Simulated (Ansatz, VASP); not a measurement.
**One calculation of SiC, two programs**

```
CELL_PARAMETERS angstrom
1.53890 -2.66750 0.00000
1.53890 2.66750 0.00000
0.00000 0.00000 15.57556
ATOMIC_POSITIONS crystal
Si 0.16666 0.83334 0.85813
Si 0.83334 0.16666 0.35813
Si 0.50011 0.49989 0.52484
Si 0.49989 0.50011 0.02484
Si 0.83343 0.16657 0.69163
Si 0.16657 0.83343 0.19163
C 0.50017 0.49983 0.64941
C 0.49983 0.50017 0.14941
C 0.16662 0.83338 0.98231
C 0.83338 0.16662 0.48231
C 0.83339 0.16661 0.81582
C 0.16661 0.83339 0.31582
```

Change from the starting cell: z stretched by +3 %, ions relaxed.

Alike in both runs: functional PBE; k mesh 16 × 16 × 3; occupations fermi-dirac, width 0.02 eV; no spin polarisation.

Ansatz relaxed the structure, and its values are those at the end. VASP's run is a single point on that final structure, the one shown.

```csv
,VASP,Ansatz
version,VASP 6.6.1,Ansatz 0.2.0
potentials or method,"VASP PAW PBE potentials, release 64 (Si, C)","plane-wave PAW, scalar-relativistic"
plane-wave cutoff (eV),520,420
valence electrons in the cell,48,48
```

Ansatz gave:

| Item | Value |
| --- | --- |
| gap on the k mesh at the Fermi level (eV) | 1.90 |
| pressure (GPa) | -2.9 |

Task: What did VASP give for the same quantities?

Result: gap on the k mesh at the Fermi level (eV): 1.89; pressure (GPa): -3.0.

Ansatz's warnings: stress scf threshold loose.
